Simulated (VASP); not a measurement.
Crystal: InGa3As4.

```
In Ga As
1.0
    -2.80541    2.80541    5.61082
     2.80541   -2.80541    5.61082
     2.80541    2.80541   -5.61082
In Ga As
1 3 4
Direct
  0.50000 0.50000 0.00000
  0.00000 0.00000 0.00000
  0.25000 0.75000 0.50000
  0.75000 0.25000 0.50000
  0.62500 0.62500 0.50000
  0.12500 0.12500 0.50000
  0.87500 0.37500 0.00000
  0.37500 0.87500 0.00000
```

| Property | Result |
| --- | --- |
| Program | VASP 6.6.1 |
| Task | relaxation of cell and atoms |
| Functional | PBE |
| Potentials or basis | VASP PAW PBE potentials, release 64 (In_d, Ga_d, As) |
| Cutoff | 600 eV |
| k mesh | 4 × 4 × 4 |
| Occupations | gaussian, width 0.1 eV |
| Spin | no spin polarisation |

At the start: pressure 11.0 GPa; volume 22.08 Å³/atom.

Problem. Where does the relaxation end?

Solution. Over 7 steps the energy falls by 134.6 meV/atom and the volume is 25.21 Å³/atom (+14.2 %); space group I-42m (No. 121, to 0.05 Å).

The path:
```tsv
step	energy change (eV)	largest force (eV/Å)	pressure (GPa)	volume (Å³)
1	0.0000	1.8065	11.00	176.64
2	-0.8556	0.1615	-3.73	218.27
3	-1.0218	0.4869	-0.57	204.24
4	-1.0612	0.2702	-0.20	202.33
5	-1.0755	0.0544	0.34	200.22
6	-1.0755	0.0597	0.31	200.30
7	-1.0772	0.0223	-0.08	201.71
```

Final structure:
```
CELL_PARAMETERS angstrom
-2.93333 2.93333 5.86058
2.93333 -2.93333 5.86058
2.93333 2.93333 -5.86058
ATOMIC_POSITIONS crystal
In 0.50000 0.50000 0.00000
Ga 0.00000 0.00000 0.00000
Ga 0.25000 0.75000 0.50000
Ga 0.75000 0.25000 0.50000
As 0.63225 0.63225 0.52423
As 0.10802 0.10802 0.47577
As 0.89198 0.36775 0.00000
As 0.36775 0.89198 0.00000
```

Caveat: the k points lie up to 0.38 Å⁻¹ apart in the final cell.
